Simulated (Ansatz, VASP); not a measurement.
## Two plane-wave programs on Cd2S

```
CELL_PARAMETERS angstrom
5.93269 0.00000 0.00000
0.00000 5.93269 0.00000
0.00000 0.00000 5.93269
ATOMIC_POSITIONS crystal
Cd 0.25000 0.25000 0.25000
Cd 0.75000 0.75000 0.25000
Cd 0.75000 0.25000 0.75000
Cd 0.25000 0.75000 0.75000
S 0.00000 0.00000 0.00000
S 0.50000 0.50000 0.50000
```

Alike in both runs: functional PBE; k mesh 6 × 6 × 6; occupations gaussian, width 0.1 eV; no spin polarisation.

Ansatz relaxed the structure, and its values are those at the end. VASP's run is a single point on that final structure, the one shown.

|  | VASP | Ansatz |
| --- | --- | --- |
| version | VASP 6.6.1 | Ansatz 0.2.0 |
| potentials or method | VASP PAW PBE potentials, release 64 (Cd, S), cutoff 520 eV | scalar-relativistic, plane waves, PAW |
| valence electrons in the cell | 60 | 92 |

```tsv
	VASP	Ansatz	Ansatz less VASP
gap on the k mesh at the Fermi level (eV)	none	none	-
pressure (GPa)	0.2	0.0	-0.17
```

A gap of «none» marks a metal or a gap that the smearing closes. With one functional, cell and mesh, what is left measures potentials, basis and numerics. VASP's potentials hold 60 valence electrons a cell and Ansatz's 92, so a difference there can come from the potentials and not from the codes.
